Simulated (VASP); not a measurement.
# V (Im-3m) in VASP: a series of runs

Aim: see how the results for V move with the level of theory and the settings. Levels: PBEsol+D4, revPBE+D3(BJ), r2SCAN+D3(BJ). Tasks: single point.

All numbers are computed with VASP 6.6.1; they aren't measurements. Logs are shortened: lines on timing, memory, paths and dates and some standing lists are left out, and cuts for length are marked.

## 1. The cell of the first run

The structure is cubic, space group Im-3m (No. 229). Conventional cell: a = 3.088 Å, b = 3.088 Å, c = 3.088 Å, α = 90.00°, β = 90.00°, γ = 90.00°. Within 3.5 Å of V (site symmetry m-3m) lie 14 V at 2.67 to 3.09 Å.

## 2. Single point, PBEsol+D4, collinear spin, ferromagnetic start

File INCAR:

```
PREC = Accurate ; ENCUT = 520
EDIFF = 1E-6 ; ISMEAR = -1
SIGMA = 0.05 ; LREAL = False
LASPH = True ; NELM = 150
ALGO = Normal ; ISIF = 2
LWAVE = False ; LCHARG = False
ISPIN = 2 ; MAGMOM = 2
LORBIT = 11 ; LMAXMIX = 4
GGA = PS ; IVDW = 13
NBANDS = 16
```

File KPOINTS:

```
regular mesh
0
Gamma
  12 12 12
```

File POSCAR:

```
V
1.0
   -1.5440506776      1.5440506776      1.5440506776
    1.5440506776     -1.5440506776      1.5440506776
    1.5440506776      1.5440506776     -1.5440506776
V
1
Direct
    0.0000000000      0.0000000000      0.0000000000
```

Potentials or basis: VASP PAW PBE potentials, release 64 (V_sv).

Command:

```bash
$ cat potpaw_PBE.64/V_sv/POTCAR > POTCAR
$ mpirun -np 1 vasp_std > vasp.out
```

OUTCAR:

```text
PREC = Accurate
   ENCUT = 520
   EDIFF = 1E-6
   ISMEAR = -1
   LREAL = False
   LASPH = True
   NELM = 150
   ISIF = 2
   ISPIN = 2
   LORBIT = 11
   GGA = PS
   IVDW = 13

 ion  position               nearest neighbor table
   1  0.000  0.000  0.000-

  LATTYP: Found a body centered cubic cell.
 ALAT       =     3.0881013552

  Lattice vectors:

 A1 = (  -1.5440506776,   1.5440506776,   1.5440506776)
 A2 = (   1.5440506776,  -1.5440506776,   1.5440506776)
 A3 = (   1.5440506776,   1.5440506776,  -1.5440506776)

Analysis of symmetry for initial positions (statically):
=====================================================================
 Subroutine PRICEL returns:
 Original cell was already a primitive cell.

 Routine SETGRP: Setting up the symmetry group for a
 body centered cubic supercell.

 Subroutine GETGRP returns: Found 48 space group operations
 (whereof 48 operations were pure point group operations)
 out of a pool of 48 trial point group operations.

The static configuration has the point symmetry O_h .

Analysis of symmetry for dynamics (positions and initial velocities):
=====================================================================
 Subroutine PRICEL returns:
 Original cell was already a primitive cell.

 Routine SETGRP: Setting up the symmetry group for a
 body centered cubic supercell.

 Subroutine GETGRP returns: Found 48 space group operations
 (whereof 48 operations were pure point group operations)
 out of a pool of 48 trial point group operations.

The dynamic configuration has the point symmetry O_h .

Analysis of structural, dynamic, and magnetic symmetry:
=====================================================================
 Subroutine PRICEL returns:
 Original cell was already a primitive cell.

 Routine SETGRP: Setting up the symmetry group for a
 body centered cubic supercell.

 Subroutine GETGRP returns: Found 48 space group operations
 (whereof 48 operations were pure point group operations)
 out of a pool of 48 trial point group operations.

The overall configuration has the point symmetry O_h .

 Subroutine INISYM returns: Found 48 space group operations
 (whereof 48 operations are pure point group operations),
 and found     1 'primitive' translations

----------------------------------------------------------------------------------------

                                     Primitive cell

  volume of cell :      14.7246

  direct lattice vectors                    reciprocal lattice vectors
    -1.544050678  1.544050678  1.544050678     0.000000000  0.323823568  0.323823568
     1.544050678 -1.544050678  1.544050678     0.323823568  0.000000000  0.323823568
     1.544050678  1.544050678 -1.544050678     0.323823568  0.323823568  0.000000000

  length of vectors
     2.674374223  2.674374223  2.674374223     0.457955682  0.457955682  0.457955682

  position of ions in fractional coordinates (direct lattice)
     0.000000000  0.000000000  0.000000000

  ion indices of the primitive-cell ions
   primitive index   ion index
                 1           1

----------------------------------------------------------------------------------------

 KPOINTS: regular mesh

Automatic generation of k-mesh.
 Grid dimensions read from file:
 generate k-points for:   12   12   12

 Generating k-lattice:

  Cartesian coordinates                     Fractional coordinates (reciprocal lattice)
     0.000000000  0.026985297  0.026985297     0.083333333  0.000000000  0.000000000
     0.026985297  0.000000000  0.026985297     0.000000000  0.083333333  0.000000000
     0.026985297  0.026985297  0.000000000     0.000000000  0.000000000  0.083333333

  Length of vectors
     0.038162974  0.038162974  0.038162974

  Shift w.r.t. Gamma in fractional coordinates (k-lattice)
     0.000000000  0.000000000  0.000000000

 Subroutine IBZKPT returns following result:
 ===========================================

 Found     72 irreducible k-points:

 Following reciprocal coordinates:
            Coordinates               Weight
  0.000000  0.000000  0.000000      1.000000
  0.083333  0.000000  0.000000     12.000000
  0.166667  0.000000  0.000000     12.000000
  0.250000  0.000000  0.000000     12.000000
  0.333333  0.000000  0.000000     12.000000
  0.416667  0.000000  0.000000     12.000000
[... 16 lines left out ...]
  0.333333  0.083333  0.083333     24.000000
  0.416667  0.083333  0.083333     12.000000
 [... further k-points ...]
   k-points           NKPTS =     72   k-points in BZ     NKDIM =     72   number of bands    NBANDS=     16
   number of dos      NEDOS =    301   number of ions     NIONS =      1
   total plane-waves  NPLWV =   8000
   dimension x,y,z NGX =    20 NGY =   20 NGZ =   20
   dimension x,y,z NGXF=    40 NGYF=   40 NGZF=   40
   ions per type =               1
   NGX,Y,Z   is equivalent  to a cutoff of  12.43, 12.43, 12.43 a.u.
   NGXF,Y,Z  is equivalent  to a cutoff of  24.87, 24.87, 24.87 a.u.
 SYSTEM =  unknown system
   PREC   = accura    normal or accurate (medium, high low for compatibility)
   ISTART =      0    job   : 0-new  1-cont  2-samecut
   ICHARG =      2    charge: 1-file 2-atom 10-const
   ISPIN  =      2    spin polarized calculation?
   LNONCOLLINEAR =      F non collinear calculations
   LSORBIT =      F    spin-orbit coupling
   LASPH  =      T    aspherical Exc in radial PAW
   ENCUT  =  520.0 eV  38.22 Ry    6.18 a.u.   4.97  4.97  4.97*2*pi/ulx,y,z
   NELM   =    150;   NELMIN=  2; NELMDL= -5     # of ELM steps
   EDIFF  = 0.1E-05   stopping-criterion for ELM
   LREAL  =      F    real-space projection
   EDIFFG = 0.1E-04   stopping-criterion for IOM
   NSW    =      0    number of steps for IOM
   IBRION =     -1    ionic relax: 0-MD 1-quasi-New 2-CG
   NFREE  =      0    steps in history (QN), initial steepest desc. (CG)
   ISIF   =      2    stress and relaxation
   ISYM   =      2    0-nonsym 1-usesym 2-fastsym
   POTIM  = 0.5000    time-step for ionic-motion
   TEBEG  =    0.0;   TEEND  =   0.0 temperature during run
   PSTRESS=    0.0 pullay stress
   NELECT =      13.0000    total number of electrons
   NUPDOWN=      -1.0000    fix difference up-down
   EMIN   =  10.00;   EMAX   =-10.00  energy-range for DOS
   EFERMI =   0.00;   METHOD = LEGACY
   ISMEAR =    -1;   SIGMA  =   0.05  broadening in eV -4-tet -1-fermi 0-gaus
   EFERMI_NEDOS =   21; number of points for ismear=-14 and -15
   IALGO  =     38    algorithm
   IMIX   =      4    mixing-type and parameters
     AMIX     =   0.40;   BMIX     =  1.00
     AMIX_MAG =   1.60;   BMIX_MAG =  1.00
  volume/ion in A,a.u.               =      14.72        99.37
  Fermi-wavevector in a.u.,A,eV,Ry     =   1.570511  2.967836 33.558848  2.466506
  Thomas-Fermi vector in A             =   2.672234
   LORBIT       =     11    0 simple, 1 ext, 2 COOP (PROOUT), +10 PAW based schemes
   GGA     = PS    functional components
   LHFCALC =     F    Hartree Fock is set to
   AEXX    =    0.0000 exact exchange contribution
   IVDW    =    13    specifies the selected vdW correction
   LEPSILON=     F    determine dielectric tensor
   LRPA    =     F    only Hartree local field effects (RPA)
 spin polarized calculation
  energy-cutoff  :      520.00
  volume of cell :       14.72
 maximum number of plane-waves:       420
   NGX =  9   NGY =  9   NGZ =  9

 number of electron      13.0000010 magnetization       0.0001332

 Free energy of the ion-electron system (eV)
  ---------------------------------------------------
  ext. energy  EPLUGINS =         0.00000000
  ---------------------------------------------------
  free energy    TOTEN  =        -9.51808226 eV

  energy without entropy =       -9.49929700  energy(sigma->0) =       -9.50868963

 E-fermi :   8.4967     XC(G=0): -12.5758

 val. band max:        8.4912877952   @ k =   0.2500   0.0000   0.0000
 cond. band min:       8.5083208245   @ k =  -0.4167   0.5000   0.1667
 fundamental gap:      0.0170330293
 Fermi energy:         8.4967237573

 spin component 1

 k-point     1 :       0.0000    0.0000    0.0000
  band No.  band energies     occupation
      1     -55.0891      1.00000
      2     -28.6164      1.00000
      3     -28.6164      1.00000
      4     -28.6164      1.00000
      5       2.1113      1.00000
      6       8.8888      0.00039
[... 8 lines left out ...]
     15      34.6120      0.00000
     16      38.1485      0.00000

 k-point     2 :       0.0833    0.0000    0.0000
  band No.  band energies     occupation
      1     -55.0798      1.00000
      2     -28.6639      1.00000
      3     -28.6312      1.00000
      4     -28.6166      1.00000
      5       2.3694      1.00000
      6       8.7855      0.00310
[... 8 lines left out ...]
     15      34.9254      0.00000
     16      35.7635      0.00000

 k-point     3 :       0.1667    0.0000    0.0000
  band No.  band energies     occupation
      1     -55.0542      1.00000
      2     -28.7925      1.00000
      3     -28.6715      1.00000
      4     -28.6172      1.00000
      5       3.0996      1.00000
      6       8.5133      0.41798
[... 8 lines left out ...]
     15      33.3544      0.00000
     16      33.8752      0.00000

 k-point     4 :       0.2500    0.0000    0.0000
  band No.  band energies     occupation
      1     -55.0191      1.00000
      2     -28.9652      1.00000
      3     -28.7263      1.00000
      4     -28.6182      1.00000
      5       4.1413      1.00000
      6       8.1631      0.99874
[... 8 lines left out ...]
     15      33.1466      0.00000
     16      34.4181      0.00000
[... 324 lines left out ...]
 k-point    22 :       0.2500    0.0833    0.0833
  band No.  band energies     occupation
      1     -54.9771      1.00000
      2     -29.1394      1.00000
      3     -28.7843      1.00000
      4     -28.6595      1.00000
      5       5.5554      1.00000
      6       7.7045      1.00000
[... 8 lines left out ...]
     15      35.9747      0.00000
     16      37.1920      0.00000

 k-point    23 :       0.3333    0.0833    0.0833
  band No.  band energies     occupation
      1     -54.9541      1.00000
      2     -29.2241      1.00000
      3     -28.8425      1.00000
      4     -28.6628      1.00000
      5       5.9670      1.00000
      6       7.5062      1.00000
[... 8 lines left out ...]
     15      35.8667      0.00000
     16      37.2366      0.00000

 k-point    24 :       0.4167    0.0833    0.0833
  band No.  band energies     occupation
      1     -54.9457      1.00000
      2     -29.2540      1.00000
      3     -28.8646      1.00000
      4     -28.6640      1.00000
      5       6.0105      1.00000
      6       7.4377      1.00000
[... 8 lines left out ...]
     15      35.9939      0.00000
     16      36.7887      0.00000

 [... further k-points ...]

 spin component 2

 k-point     1 :       0.0000    0.0000    0.0000
  band No.  band energies     occupation
      1     -55.0890      1.00000
      2     -28.6162      1.00000
      3     -28.6162      1.00000
      4     -28.6162      1.00000
      5       2.1114      1.00000
      6       8.8890      0.00039
[... 8 lines left out ...]
     15      34.6121      0.00000
     16      38.1486      0.00000

 k-point     2 :       0.0833    0.0000    0.0000
  band No.  band energies     occupation
      1     -55.0797      1.00000
      2     -28.6638      1.00000
      3     -28.6311      1.00000
      4     -28.6165      1.00000
      5       2.3694      1.00000
      6       8.7856      0.00309
[... 8 lines left out ...]
     15      34.9254      0.00000
     16      35.7636      0.00000

 k-point     3 :       0.1667    0.0000    0.0000
  band No.  band energies     occupation
      1     -55.0541      1.00000
      2     -28.7924      1.00000
      3     -28.6714      1.00000
      4     -28.6171      1.00000
      5       3.0997      1.00000
      6       8.5134      0.41736
[... 8 lines left out ...]
     15      33.3545      0.00000
     16      33.8753      0.00000

 k-point     4 :       0.2500    0.0000    0.0000
  band No.  band energies     occupation
      1     -55.0190      1.00000
      2     -28.9651      1.00000
      3     -28.7262      1.00000
      4     -28.6180      1.00000
      5       4.1414      1.00000
      6       8.1632      0.99873
[... 8 lines left out ...]
     15      33.1467      0.00000
     16      34.4182      0.00000
[... 324 lines left out ...]
 k-point    22 :       0.2500    0.0833    0.0833
  band No.  band energies     occupation
      1     -54.9770      1.00000
      2     -29.1393      1.00000
      3     -28.7842      1.00000
      4     -28.6594      1.00000
      5       5.5555      1.00000
      6       7.7046      1.00000
[... 8 lines left out ...]
     15      35.9748      0.00000
     16      37.1920      0.00000

 k-point    23 :       0.3333    0.0833    0.0833
  band No.  band energies     occupation
      1     -54.9540      1.00000
      2     -29.2239      1.00000
      3     -28.8424      1.00000
      4     -28.6627      1.00000
      5       5.9671      1.00000
      6       7.5063      1.00000
[... 8 lines left out ...]
     15      35.8668      0.00000
     16      37.2367      0.00000

 k-point    24 :       0.4167    0.0833    0.0833
  band No.  band energies     occupation
      1     -54.9455      1.00000
      2     -29.2539      1.00000
      3     -28.8645      1.00000
      4     -28.6639      1.00000
      5       6.0106      1.00000
      6       7.4378      1.00000
[... 8 lines left out ...]
     15      35.9940      0.00000
     16      36.7888      0.00000

 [... further k-points ...]

------------------------ aborting loop because EDIFF is reached ----------------------------------------

  DFT-D4 for vdW energy calculation

  Edisp (eV):   -0.17443

  FORCE on cell =-STRESS in cart. coord.  units (eV):
  Direction    XX          YY          ZZ          XY          YZ          ZX
  --------------------------------------------------------------------------------------
  -------------------------------------------------------------------------------------
  Total      -1.95741    -1.95741    -1.95741     0.00000     0.00000     0.00000
  in kB    -212.98433  -212.98433  -212.98433     0.00000     0.00000     0.00000
  external pressure =     -212.98 kB  Pullay stress =        0.00 kB

 VOLUME and BASIS-vectors are now :
 -----------------------------------------------------------------------------
  energy-cutoff  :      520.00
  volume of cell :       14.72
      direct lattice vectors                 reciprocal lattice vectors
    -1.544050678  1.544050678  1.544050678     0.000000000  0.323823568  0.323823568
     1.544050678 -1.544050678  1.544050678     0.323823568  0.000000000  0.323823568
     1.544050678  1.544050678 -1.544050678     0.323823568  0.323823568  0.000000000

 POSITION                                       TOTAL-FORCE (eV/Angst)
 -----------------------------------------------------------------------------------
      0.00000      0.00000      0.00000         0.000000      0.000000      0.000000
 -----------------------------------------------------------------------------------
    total drift:                                0.000000     -0.000000      0.000000

  FREE ENERGIE OF THE ION-ELECTRON SYSTEM (eV)
  ---------------------------------------------------
  free  energy   TOTEN  =        -9.6925154863 eV

  energy  without entropy=       -9.6737302279  energy(sigma->0) =       -9.68312286

 total charge

# of ion       s       p       d       tot
------------------------------------------
    1        2.318   6.195   3.001  11.515

 magnetization (x)

# of ion       s       p       d       tot
------------------------------------------
    1        0.000   0.000   0.000   0.000
```

Wall time 15 s (1 thread of Intel Xeon 6975P-C (Granite Rapids), shared host); peak memory 0.14 GiB.

Results:

| Quantity | Value |
| --- | --- |
| Free energy | -9.6925 eV |
| Pressure | -21.3 GPa |
| Net moment | 0.00 μB per cell |
| Valence electrons inside the program's atomic spheres | V 11.52 |
| Dispersion energy per atom | -0.174 eV |

Caveat: the cell stands under tension; the moments typed at the start vanished in this run; the PAW data sets were made with another functional, which shifts forces and pressure a little.

## 3. Single point, revPBE+D3(BJ), collinear spin, ferromagnetic start

File INCAR:

```
ALGO     = Normal         # electronic algorithm
EDIFF    = 1E-6           # SCF threshold, eV
ENCUT    = 520            # plane-wave cutoff, eV
GGA      = RE             # functional
ISIF     = 2              # what is computed and relaxed
ISMEAR   = -1             # smearing method
ISPIN    = 2              # spin polarisation
IVDW     = 12             # dispersion correction
LASPH    = True           # aspherical terms in the spheres
LCHARG   = False          # write CHGCAR
LMAXMIX  = 4              # l up to which the mixer works
LORBIT   = 11             # projections on sites
LREAL    = False          # projectors in reciprocal space
LWAVE    = False          # write WAVECAR
MAGMOM   = 2              # initial moments
NBANDS   = 16             # bands
NELM     = 150            # most SCF steps
PREC     = Accurate       # precision mode
SIGMA    = 0.05           # smearing width, eV
```

File KPOINTS:

```
k-points
0
Gamma
  12 12 12
```

POSCAR is that of step 2.

Potentials or basis: VASP PAW PBE potentials, release 64 (V_sv).

Command:

```bash
$ cat potpaw_PBE.64/V_sv/POTCAR > POTCAR
$ mpirun -np 1 vasp_std > vasp.out
```

Run time: 16 s. Hardware: 1 thread of Intel Xeon 6975P-C (Granite Rapids), shared host; peak memory 0.15 GiB.

The run converged. Its results:

* Free energy: -9.7379 eV
* Pressure: -24.0 GPa
* Net moment: 0.00 μB per cell
* Valence electrons inside the program's atomic spheres: V 11.50
* Dispersion energy per atom: -1.160 eV

Levels at points of the mesh, in eV from the Fermi level:
Spin up:
| k point | band 4 | band 5 | band 6 | band 7 | band 8 | band 9 |
| --- | --- | --- | --- | --- | --- | --- |
| (0.00, 0.00, 0.00) | -37.31 | -6.38 | 0.40 | 0.40 | 0.40 | 2.19 |
| (0.50, 0.00, 0.00) | -37.31 | -2.88 | -0.96 | 1.34 | 2.17 | 2.50 |
| (0.50, 0.50, 0.50) | -37.77 | -2.61 | -2.61 | 3.31 | 3.31 | 3.31 |
Spin down:
| k point | band 3 | band 4 | band 5 | band 6 | band 7 | band 8 | band 9 | band 10 |
| --- | --- | --- | --- | --- | --- | --- | --- | --- |
| (0.00, 0.00, 0.00) | -37.31 | -37.31 | -6.38 | 0.39 | 0.39 | 0.39 | 2.19 | 2.19 |
| (0.50, 0.00, 0.00) | -37.53 | -37.32 | -2.88 | -0.97 | 1.34 | 2.17 | 2.50 | 3.65 |
| (0.50, 0.50, 0.50) | -37.78 | -37.78 | -2.61 | -2.61 | 3.31 | 3.31 | 3.31 | 9.41 |

Caveat: the cell stands under tension; the dispersion term is far too large for a dense solid, which distorts pressure and volume; the moments typed at the start vanished in this run; the PAW data sets were made with another functional, which shifts forces and pressure a little.

(Part 1 of 2 ends here.)
